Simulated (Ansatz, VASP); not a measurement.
One calculation of Ge, two programs

```
Ge
1.0
     4.06587    0.00000    0.00000
    -2.03294    3.52115    0.00000
     0.00000    0.00000   13.33633
Ge
8
Direct
  0.00000 0.00000 0.39553
  0.00000 0.00000 0.60447
  0.00000 0.00000 0.89553
  0.00000 0.00000 0.10447
  0.33333 0.66667 0.34420
  0.66667 0.33333 0.65580
  0.66667 0.33333 0.84420
  0.33333 0.66667 0.15580
```

Alike in both runs: task single point; functional PBE; k mesh 15 × 15 × 4; occupations gaussian, width 0.15 eV; no spin polarisation.

```csv
,VASP,Ansatz
version,VASP 6.6.1,Ansatz 0.2.0
potentials or method,"VASP PAW PBE potentials, release 64 (Ge_d), cutoff 520 eV","scalar-relativistic, plane waves, PAW"
valence electrons in the cell,112,112
```

Ansatz gave:

```
gap on the k mesh at the Fermi level (eV)                     : none
pressure (GPa)                                                : 1.0
traceless stress, the component that is largest in VASP (GPa) : -2.65
rms of the force components (eV/Å)                            : 0.721
```

Which values does VASP return?

gap on the k mesh at the Fermi level (eV): none; pressure (GPa): 1.0; traceless stress, the component that is largest in VASP (GPa): -2.64; rms of the force components (eV/Å): 0.722.

Atom by atom the forces differ by 0.001 eV/Å (rms over components). A gap of «none» marks a metal or a gap that the smearing closes.
